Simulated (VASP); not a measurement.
Here is a VASP 6.6.1 calculation.

The input INCAR:

```
SYSTEM = CoO
  PREC = Accurate
  ENCUT = 520
  EDIFF = 1E-7
  ISMEAR = 0
  SIGMA = 0.05
  LREAL = .FALSE.
  LASPH = .TRUE.
  NELM = 150
  ALGO = Normal
  ISIF = 2
  LWAVE = .FALSE.
  LCHARG = .FALSE.
  ISPIN = 2
  MAGMOM = 0 0
  LORBIT = 11
  NUPDOWN = 0.0
  LMAXMIX = 4
  LDAU = .TRUE.
  LDAUTYPE = 2
  LDAUL = 2 -1
  LDAUU = 4 0
  LDAUJ = 0 0
  LDAUPRINT = 1
  NBANDS = 18
```

Contents of KPOINTS:

```
Automatic mesh
0
G
  8 8 8
  0 0 0
```

Contents of POSCAR:

```
CoO
1.0
    0.0000000000      2.1315016600      2.1315016600
    2.1315016600      0.0000000000      2.1315016600
    2.1315016600      2.1315016600      0.0000000000
Co O
1 1
Direct
    0.0000000000      0.0000000000      0.0000000000
    0.5000000000      0.5000000000      0.5000000000
```

Potentials or basis: VASP PAW LDA potentials, release 64 (Co, O).

Launch:

```bash
$ cat potpaw_LDA.64/Co/POTCAR potpaw_LDA.64/O/POTCAR > POTCAR
$ mpirun -np 1 vasp_std > vasp.out
```

(1) What does it give for the pressure?

## Answers

(1) -37.5 GPa.

Caveat: the total moment is fixed, so each spin has its own Fermi level.
